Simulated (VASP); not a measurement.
# Al3BN2 (I4/mmm) in VASP: further runs

Runs on Al3BN2. Level: PBE. Tasks: single point, relaxation of cell and atoms.

All numbers are computed with VASP 6.6.1; they aren't measurements. Logs are shortened: lines on timing, memory, paths and dates and some standing lists are left out, and cuts for length are marked.

## (1) The cell of the first run

Symmetry: I4/mmm, No. 139, tetragonal system. Conventional cell: a = 4.438 Å, b = 4.438 Å, c = 8.278 Å, α = 90.00°, β = 90.00°, γ = 90.00°. Within 2.9 Å of Al (site symmetry mmm) lie 2 Al at 2.22 Å and 2 B at 2.22 Å and 4 N at 2.66 Å. Within 2.9 Å of Al (site symmetry 4/mmm) lie 4 Al at 2.22 Å and 2 N at 2.67 Å. B (site symmetry 4/mmm) has 2 N at 1.47 Å within 2.0 Å. Within 2.0 Å of N (site symmetry 4mm) lie 1 B at 1.47 Å.

The cell was built from a structure type or drawn by symmetry, and may not be a known phase.

## (2) Single point, PBE

INCAR reads:

```
PREC = Accurate ; ENCUT = 520
EDIFF = 1E-6 ; ISMEAR = 0
SIGMA = 0.1 ; LREAL = False
LASPH = True ; NELM = 80
ALGO = Normal ; ISIF = 2
LWAVE = False ; LCHARG = False
GGA = PE ; NBANDS = 20
```

KPOINTS reads:

```
Automatic mesh
0
Gamma
  6 6 6
```

POSCAR reads:

```
Al3BN2
1.0
   -2.2191372200      2.2191372200      4.1391094100
    2.2191372200     -2.2191372200      4.1391094100
    2.2191372200      2.2191372200     -4.1391094100
Al B N
3 1 2
Direct
    0.5000000000      0.0000000000      0.5000000000
    0.0000000000      0.5000000000      0.5000000000
    0.0000000000      0.0000000000      0.0000000000
    0.5000000000      0.5000000000      0.0000000000
    0.3224259000      0.3224259000      0.0000000000
    0.6775741000      0.6775741000      0.0000000000
```

Potentials or basis: VASP PAW PBE potentials, release 64 (Al, B, N).

Started as:

```console
> cat potpaw_PBE.64/Al/POTCAR potpaw_PBE.64/B/POTCAR potpaw_PBE.64/N/POTCAR > POTCAR
> mpirun -np 1 vasp_std > vasp.out
```

OUTCAR:

```text
PREC = Accurate
   ENCUT = 520
   EDIFF = 1E-6
   ISMEAR = 0
   LREAL = False
   LASPH = True
   NELM = 80
   ISIF = 2
   GGA = PE

 ion  position               nearest neighbor table
   1  0.500  0.000  0.500-   3 2.22   4 2.22   4 2.22   3 2.22   2 3.14   2 3.14   2 3.14   2 3.14

   2  0.000  0.500  0.500-   3 2.22   4 2.22   3 2.22   4 2.22   1 3.14   1 3.14   1 3.14   1 3.14

   3  0.000  0.000  0.000-   1 2.22   2 2.22   2 2.22   1 2.22
   4  0.500  0.500  0.000-   5 1.47   6 1.47   1 2.22   2 2.22   1 2.22   2 2.22
   5  0.322  0.322  0.000-   4 1.47
   6  0.678  0.678  0.000-   4 1.47

  LATTYP: Found a body centered tetragonal cell.
 ALAT       =     4.4382744400
 C/A-ratio  =     1.8651885844

  Lattice vectors:

 A1 = (  -2.2191372200,   2.2191372200,   4.1391094100)
 A2 = (   2.2191372200,  -2.2191372200,   4.1391094100)
 A3 = (   2.2191372200,   2.2191372200,  -4.1391094100)

Analysis of symmetry for initial positions (statically):
=====================================================================
 Subroutine PRICEL returns:
 Original cell was already a primitive cell.

 Routine SETGRP: Setting up the symmetry group for a
 body centered tetragonal supercell.

 Subroutine GETGRP returns: Found 16 space group operations
 (whereof 16 operations were pure point group operations)
 out of a pool of 16 trial point group operations.

The static configuration has the point symmetry D_4h.

Analysis of symmetry for dynamics (positions and initial velocities):
=====================================================================
 Subroutine PRICEL returns:
 Original cell was already a primitive cell.

 Routine SETGRP: Setting up the symmetry group for a
 body centered tetragonal supercell.

 Subroutine GETGRP returns: Found 16 space group operations
 (whereof 16 operations were pure point group operations)
 out of a pool of 16 trial point group operations.

The dynamic configuration has the point symmetry D_4h.

 Subroutine INISYM returns: Found 16 space group operations
 (whereof 16 operations are pure point group operations),
 and found     1 'primitive' translations

----------------------------------------------------------------------------------------

                                     Primitive cell

  volume of cell :      81.5333

  direct lattice vectors                    reciprocal lattice vectors
    -2.219137220  2.219137220  4.139109410     0.000000000  0.225312791  0.120798933
     2.219137220 -2.219137220  4.139109410     0.225312791  0.000000000  0.120798933
     2.219137220  2.219137220 -4.139109410     0.225312791  0.225312791  0.000000000

  length of vectors
     5.194359124  5.194359124  5.194359124     0.255652569  0.255652569  0.318640404

  position of ions in fractional coordinates (direct lattice)
     0.500000000  0.000000000  0.500000000
     0.000000000  0.500000000  0.500000000
     0.000000000  0.000000000  0.000000000
     0.500000000  0.500000000  0.000000000
     0.322425900  0.322425900  0.000000000
     0.677574100  0.677574100  0.000000000

  ion indices of the primitive-cell ions
   primitive index   ion index
                 1           1
                 2           2
                 3           3
                 4           4
                 5           5
                 6           6

----------------------------------------------------------------------------------------

 KPOINTS: Automatic mesh

Automatic generation of k-mesh.
 Grid dimensions read from file:
 generate k-points for:    6    6    6

 Generating k-lattice:

  Cartesian coordinates                     Fractional coordinates (reciprocal lattice)
     0.000000000  0.037552132  0.020133155     0.166666667  0.000000000  0.000000000
     0.037552132  0.000000000  0.020133155     0.000000000  0.166666667  0.000000000
     0.037552132  0.037552132  0.000000000     0.000000000  0.000000000  0.166666667

  Length of vectors
     0.042608761  0.042608761  0.053106734

  Shift w.r.t. Gamma in fractional coordinates (k-lattice)
     0.000000000  0.000000000  0.000000000

 Subroutine IBZKPT returns following result:
 ===========================================

 Found     30 irreducible k-points:

 Following reciprocal coordinates:
            Coordinates               Weight
  0.000000  0.000000  0.000000      1.000000
  0.166667  0.000000 -0.000000      8.000000
  0.333333  0.000000  0.000000      8.000000
  0.500000  0.000000  0.000000      4.000000
  0.166667  0.166667 -0.000000      8.000000
  0.333333  0.166667 -0.000000     16.000000
[... 16 lines left out ...]
 -0.333333 -0.333333  0.166667      8.000000
 -0.166667 -0.333333  0.166667      8.000000
 [... further k-points ...]
   k-points           NKPTS =     30   k-points in BZ     NKDIM =     30   number of bands    NBANDS=     20
   number of dos      NEDOS =    301   number of ions     NIONS =      6
   total plane-waves  NPLWV =  64000
   dimension x,y,z NGX =    40 NGY =   40 NGZ =   40
   dimension x,y,z NGXF=    80 NGYF=   80 NGZF=   80
   ions per type =               3   1   2
   NGX,Y,Z   is equivalent  to a cutoff of  12.80, 12.80, 12.80 a.u.
   NGXF,Y,Z  is equivalent  to a cutoff of  25.60, 25.60, 25.60 a.u.
 SYSTEM =  unknown system
   PREC   = accura    normal or accurate (medium, high low for compatibility)
   ISTART =      0    job   : 0-new  1-cont  2-samecut
   ICHARG =      2    charge: 1-file 2-atom 10-const
   ISPIN  =      1    spin polarized calculation?
   LNONCOLLINEAR =      F non collinear calculations
   LSORBIT =      F    spin-orbit coupling
   LASPH  =      T    aspherical Exc in radial PAW
   ENCUT  =  520.0 eV  38.22 Ry    6.18 a.u.   9.66  9.66  9.66*2*pi/ulx,y,z
   NELM   =     80;   NELMIN=  2; NELMDL= -5     # of ELM steps
   EDIFF  = 0.1E-05   stopping-criterion for ELM
   LREAL  =      F    real-space projection
   EDIFFG = 0.1E-04   stopping-criterion for IOM
   NSW    =      0    number of steps for IOM
   IBRION =     -1    ionic relax: 0-MD 1-quasi-New 2-CG
   NFREE  =      0    steps in history (QN), initial steepest desc. (CG)
   ISIF   =      2    stress and relaxation
   ISYM   =      2    0-nonsym 1-usesym 2-fastsym
   POTIM  = 0.5000    time-step for ionic-motion
   TEBEG  =    0.0;   TEEND  =   0.0 temperature during run
   PSTRESS=    0.0 pullay stress
   NELECT =      22.0000    total number of electrons
   NUPDOWN=      -1.0000    fix difference up-down
   EMIN   =  10.00;   EMAX   =-10.00  energy-range for DOS
   EFERMI =   0.00;   METHOD = LEGACY
   ISMEAR =     0;   SIGMA  =   0.10  broadening in eV -4-tet -1-fermi 0-gaus
   EFERMI_NEDOS =   21; number of points for ismear=-14 and -15
   IALGO  =     38    algorithm
   IMIX   =      4    mixing-type and parameters
     AMIX     =   0.40;   BMIX     =  1.00
     AMIX_MAG =   1.60;   BMIX_MAG =  1.00
  volume/ion in A,a.u.               =      13.59        91.70
  Fermi-wavevector in a.u.,A,eV,Ry     =   1.057882  1.999108 15.226481  1.119115
  Thomas-Fermi vector in A             =   2.193171
   LORBIT       =      0    0 simple, 1 ext, 2 COOP (PROOUT), +10 PAW based schemes
   GGA     = PE    functional components
   LHFCALC =     F    Hartree Fock is set to
   AEXX    =    0.0000 exact exchange contribution
   IVDW    =     0    specifies the selected vdW correction
   LEPSILON=     F    determine dielectric tensor
   LRPA    =     F    only Hartree local field effects (RPA)
 non-spin polarized calculation
 Gauss-broadening in eV      SIGMA  =   0.10
  energy-cutoff  :      520.00
  volume of cell :       81.53
 maximum number of plane-waves:      2214
 NGX is ok and might be reduce to    40
   NGX = 19   NGY = 19   NGZ = 19

 number of electron      22.0000001 magnetization

 Free energy of the ion-electron system (eV)
  ---------------------------------------------------
  ext. energy  EPLUGINS =         0.00000000
  ---------------------------------------------------
  free energy    TOTEN  =       -28.03358497 eV

  energy without entropy =      -28.02472209  energy(sigma->0) =      -28.02915353

 E-fermi :   5.0688     XC(G=0):  -9.8444

 val. band max:        5.0338648044   @ k =  -0.3333   0.5000   0.3333
 cond. band min:       5.0836338394   @ k =   0.5000   0.5000   0.1667
 fundamental gap:      0.0497690350
 Fermi energy:         5.0687904934

 k-point     1 :       0.0000    0.0000    0.0000
  band No.  band energies     occupation
      1     -10.4377      2.00000
      2      -8.8954      2.00000
      3      -2.0525      2.00000
      4      -0.6507      2.00000
      5      -0.0796      2.00000
      6      -0.0796      2.00000
[... 12 lines left out ...]
     19      12.0529      0.00000
     20      13.0275      0.00000

 k-point     2 :       0.1667    0.0000   -0.0000
  band No.  band energies     occupation
      1     -10.3588      2.00000
      2      -8.9340      2.00000
      3      -2.4387      2.00000
      4      -0.9577      2.00000
      5      -0.0433      2.00000
      6       0.3906      2.00000
[... 12 lines left out ...]
     19      11.5759      0.00000
     20      12.7083      0.00000

 k-point     3 :       0.3333    0.0000    0.0000
  band No.  band energies     occupation
      1     -10.1805      2.00000
      2      -9.0246      2.00000
      3      -3.1034      2.00000
      4      -1.1835      2.00000
      5       0.0509      2.00000
      6       0.8966      2.00000
[... 12 lines left out ...]
     19      12.2379      0.00000
     20      12.8166      0.00000

 k-point     4 :       0.5000    0.0000    0.0000
  band No.  band energies     occupation
      1     -10.0765      2.00000
      2      -9.0813      2.00000
      3      -3.3964      2.00000
      4      -1.2579      2.00000
      5       0.1116      2.00000
      6       1.1300      2.00000
[... 429 lines left out ...]
 k-point    23 :      -0.3333   -0.3333    0.1667
  band No.  band energies     occupation
      1     -10.0953      2.00000
      2      -9.1464      2.00000
      3      -3.1941      2.00000
      4      -1.1522      2.00000
      5      -0.5060      2.00000
      6       0.8081      2.00000
[... 12 lines left out ...]
     19      11.8565      0.00000
     20      13.5996      0.00000

 k-point    24 :      -0.1667   -0.3333    0.1667
  band No.  band energies     occupation
      1     -10.2207      2.00000
      2      -9.0675      2.00000
      3      -2.9305      2.00000
      4      -0.8813      2.00000
      5      -0.2857      2.00000
      6       0.2850      2.00000
[... 12 lines left out ...]
     19      11.4087      0.00000
     20      12.7723      0.00000

 [... further k-points ...]

------------------------ aborting loop because EDIFF is reached ----------------------------------------

  FORCE on cell =-STRESS in cart. coord.  units (eV):
  Direction    XX          YY          ZZ          XY          YZ          ZX
  --------------------------------------------------------------------------------------
  -------------------------------------------------------------------------------------
  Total       20.4407745     20.4407745    -18.9570263      0.0000000      0.0000000      0.0000000
  in kB      401.6730704    401.6730704   -372.5165579      0.0000000      0.0000000      0.0000000
  external PRESSURE =     143.6098610 kB  Pullay stress =       0.0000000 kB

 VOLUME and BASIS-vectors are now :
 -----------------------------------------------------------------------------
  energy-cutoff  :      520.00
  volume of cell :       81.53
      direct lattice vectors                 reciprocal lattice vectors
    -2.219137220  2.219137220  4.139109410     0.000000000  0.225312791  0.120798933
     2.219137220 -2.219137220  4.139109410     0.225312791  0.000000000  0.120798933
     2.219137220  2.219137220 -4.139109410     0.225312791  0.225312791  0.000000000

 POSITION                                       TOTAL-FORCE (eV/Angst)
 -----------------------------------------------------------------------------------
      0.00000      2.21914      0.00000        -0.000000     -0.000000     -0.000000
      2.21914      0.00000      0.00000        -0.000000     -0.000000     -0.000000
      0.00000      0.00000      0.00000        -0.000000     -0.000000     -0.000000
      0.00000      0.00000      4.13911        -0.000000     -0.000000     -0.000000
      0.00000      0.00000      2.66911         0.000000      0.000000      3.973826
      0.00000      0.00000      5.60911        -0.000000     -0.000000     -3.973826
 -----------------------------------------------------------------------------------
    total drift:                               -0.000000     -0.000000      0.000000

  FREE ENERGIE OF THE ION-ELECTRON SYSTEM (eV)
  ---------------------------------------------------
  free  energy   TOTEN  =       -28.0335849684 eV

  energy  without entropy=      -28.0247220948  energy(sigma->0) =      -28.02915353
```

It took 59 s on 1 thread of AMD EPYC 9R45 (Zen 5), shared host; peak memory 0.21 GiB.

Results:

```yaml
Free_energy: -28.0336 eV
Pressure: 14.4 GPa
Largest_force: 3.974 eV/Å
Band_gap_on_the_k_mesh: zero (bands 11 and 12 overlap by 0.77 eV)
```

Forces in eV/Å, atoms in the order of the input:
```
Al   0.000  0.000  0.000
Al   0.000  0.000  0.000
Al   0.000  0.000  0.000
B    0.000  0.000  0.000
N    0.000  0.000  3.974
N    0.000  0.000 -3.974
```

Caveat: the cell stands under pressure; semilocal functionals underestimate gaps, so a narrow gap can read as zero; forces of over 1 eV/Å act on the atoms, so gaps and moduli don't describe the material at rest.

## (3) Single point, PBE

This run uses another cell than the first one, of 15.55 Å³/atom.

INCAR reads:

```
PREC = Accurate
ENCUT = 520
EDIFF = 1E-6
ISMEAR = 0
SIGMA = 0.1
LREAL = F
LASPH = T
NELM = 100
ALGO = Normal
ISIF = 2
LWAVE = F
LCHARG = F
GGA = PE
NBANDS = 20
```

KPOINTS reads:

```
regular mesh
0
Gamma
  6 6 6
```

POSCAR reads:

```
Al3BN2
1.0
   -2.7063638968      2.7063638968      3.1839288758
    2.7063638968     -2.7063638968      3.1839288758
    2.7063638968      2.7063638968     -3.1839288758
Al B N
3 1 2
Direct
    0.5000000000      0.0000000000      0.5000000000
    0.0000000000      0.5000000000      0.5000000000
    0.0000000000      0.0000000000      0.0000000000
    0.5000000000      0.5000000000      0.0000000000
    0.2902465144      0.2902465144      0.0000000000
    0.7097534856      0.7097534856      0.0000000000
```

Potentials or basis: VASP PAW PBE potentials, release 64 (Al, B, N).

Started as:

```console
> cat potpaw_PBE.64/Al/POTCAR potpaw_PBE.64/B/POTCAR potpaw_PBE.64/N/POTCAR > POTCAR
> mpirun -np 1 vasp_std > vasp.out
```

It took 59 s on 1 thread of AMD EPYC 9R45 (Zen 5), shared host; peak memory 0.21 GiB.

Results (log left out):

* Free energy: -32.8936 eV
* Pressure: 0.0 GPa
* Largest force: 0.038 eV/Å
* Band gap on the k mesh: zero (bands 11 and 12 overlap by 1.91 eV)

Forces on the atoms (eV/Å):
```
Al   0.000  0.000  0.000
Al   0.000  0.000  0.000
Al   0.000  0.000  0.000
B    0.000  0.000  0.000
N    0.000  0.000 -0.038
N    0.000  0.000  0.038
```

Stress tensor (GPa, compression positive):
```
 0.04  0.00  0.00
 0.00  0.04  0.00
 0.00  0.00 -0.17
```

Levels at points of the mesh, in eV from the Fermi level:
```
           k point  band 8  band 9  band 10  band 11  band 12  band 13  band 14  band 15
(0.00, 0.00, 0.00)   -2.79   -2.79    -1.48    -1.43    -1.43    -0.08     2.62     3.26
(0.50, 0.00, 0.00)   -3.37   -1.83    -1.25     0.08     0.62     1.71     2.06     2.67
(0.50, 0.50, 0.00)   -2.94   -2.04    -1.74    -1.37     1.17     1.73     2.55     3.38
(0.50, 0.50, 0.50)   -2.52   -1.91    -1.91    -0.65     0.31     0.31     2.78     3.63
```

## (4) Single point, PBE, collinear spin, ferromagnetic start

This run uses another cell than the first one, of 15.55 Å³/atom.

INCAR reads:

```
SYSTEM = Al3BN2
PREC = Accurate
ENCUT = 520
EDIFF = 1E-7
ISMEAR = 0
SIGMA = 0.1
LREAL = .False.
LASPH = .True.
NELM = 150
ALGO = Normal
ISIF = 2
LWAVE = .False.
LCHARG = .False.
ISPIN = 2
MAGMOM = 0 0 0 0 1 1
LORBIT = 11
GGA = PE
NBANDS = 24
```

KPOINTS reads:

```
Automatic mesh
0
Gamma
  4 4 4
  0 0 0
```

POSCAR is that of step 3.

Started as:

```console
> cat potpaw_PBE.64/Al/POTCAR potpaw_PBE.64/B/POTCAR potpaw_PBE.64/N/POTCAR > POTCAR
> mpirun -np 1 vasp_std > vasp.out
```

It took 52 s on 1 thread of AMD EPYC 9R45 (Zen 5), shared host; peak memory 0.26 GiB.

Results (log left out):

* Free energy: -32.9343 eV
* Pressure: 0.0 GPa
* Largest force: 0.139 eV/Å
* Band gap on the k mesh: zero (filled and empty bands overlap)
* Net moment: 0.00 μB per cell
* Valence electrons inside the program's atomic spheres: Al 0.76; B 2.27; N 3.79

Forces in eV/Å, atoms in the order of the input:
```
Al   0.000  0.000  0.000
Al   0.000  0.000  0.000
Al   0.000  0.000  0.000
B    0.000  0.000  0.000
N    0.000  0.000 -0.139
N    0.000  0.000  0.139
```

Stress tensor (GPa, compression positive):
```
 0.31  0.00  0.00
 0.00  0.31  0.00
 0.00  0.00 -0.58
```

Levels at points of the mesh, in eV from the Fermi level:
Spin up:
```tsv
k point	band 7	band 8	band 9	band 10	band 11	band 12	band 13	band 14	band 15	band 16
(0.00, 0.00, 0.00)	-4.60	-2.81	-2.81	-1.48	-1.45	-1.45	-0.08	2.61	3.25	4.33
(0.50, 0.00, 0.00)	-5.04	-3.39	-1.85	-1.27	0.07	0.60	1.71	2.06	2.65	2.86
(0.50, 0.50, 0.00)	-3.72	-2.96	-2.06	-1.77	-1.39	1.15	1.72	2.55	3.36	4.62
(0.50, 0.50, 0.50)	-4.35	-2.53	-1.94	-1.94	-0.65	0.29	0.29	2.76	3.62	3.62
```
Spin down:
```
           k point  band 7  band 8  band 9  band 10  band 11  band 12  band 13  band 14  band 15  band 16
(0.00, 0.00, 0.00)   -4.60   -2.81   -2.81    -1.48    -1.45    -1.45    -0.08     2.61     3.25     4.33
(0.50, 0.00, 0.00)   -5.04   -3.39   -1.85    -1.27     0.07     0.60     1.71     2.06     2.65     2.86
(0.50, 0.50, 0.00)   -3.72   -2.96   -2.06    -1.77    -1.39     1.15     1.72     2.55     3.36     4.62
(0.50, 0.50, 0.50)   -4.35   -2.53   -1.94    -1.94    -0.65     0.29     0.29     2.76     3.62     3.62
```

Caveat: the k points lie up to 0.38 Å⁻¹ apart, too coarse for converged energies and pressures of a metal.

## (5) Single point, PBE

This run uses another cell than the first one, of 15.66 Å³/atom.

INCAR reads:

```
ALGO = Normal
EDIFF = 1E-6
ENCUT = 520
GGA = PE
ISIF = 2
ISMEAR = 0
LASPH = T
LCHARG = F
LREAL = F
LWAVE = F
NBANDS = 20
NELM = 80
PREC = Accurate
SIGMA = 0.1
```

KPOINTS reads:

```
k-points
0
Gamma
  10 10 10
```

POSCAR reads:

```
Al3BN2
1.0
   -2.7180635339      2.7180635339      3.1792999714
    2.7180635339     -2.7180635339      3.1792999714
    2.7180635339      2.7180635339     -3.1792999714
Al B N
3 1 2
Direct
    0.5000000000      0.0000000000      0.5000000000
    0.0000000000      0.5000000000      0.5000000000
    0.0000000000      0.0000000000      0.0000000000
    0.5000000000      0.5000000000      0.0000000000
    0.2900102300      0.2900102300      0.0000000000
    0.7099897700      0.7099897700      0.0000000000
```

Started as:

```console
> cat potpaw_PBE.64/Al/POTCAR potpaw_PBE.64/B/POTCAR potpaw_PBE.64/N/POTCAR > POTCAR
> mpirun -np 1 vasp_std > vasp.out
```

Run time: 2 min. Hardware: 1 thread of AMD EPYC 9R45 (Zen 5), shared host; peak memory 0.31 GiB.

It converged, with:

```
Free energy            : -32.8919 eV
Pressure               : -0.1 GPa
Band gap on the k mesh : zero (bands 11 and 12 overlap by 2.24 eV)
```

Stress tensor (GPa, compression positive):
```
-0.05  0.00  0.00
 0.00 -0.05  0.00
 0.00  0.00 -0.20
```

Levels at points of the mesh, in eV from the Fermi level:
| k point | band 7 | band 8 | band 9 | band 10 | band 11 | band 12 | band 13 | band 14 | band 15 | band 16 |
| --- | --- | --- | --- | --- | --- | --- | --- | --- | --- | --- |
| (0.00, 0.00, 0.00) | -4.58 | -2.80 | -2.80 | -1.50 | -1.43 | -1.43 | -0.12 | 2.60 | 3.24 | 4.28 |
| (0.50, 0.00, 0.00) | -5.01 | -3.38 | -1.87 | -1.27 | 0.06 | 0.63 | 1.68 | 2.06 | 2.65 | 2.83 |
| (0.50, 0.50, 0.00) | -3.70 | -2.97 | -2.04 | -1.77 | -1.43 | 1.15 | 1.66 | 2.50 | 3.34 | 4.58 |
| (0.50, 0.50, 0.50) | -4.38 | -2.53 | -1.94 | -1.94 | -0.69 | 0.29 | 0.29 | 2.75 | 3.60 | 3.60 |

[end of part 1 of 2]
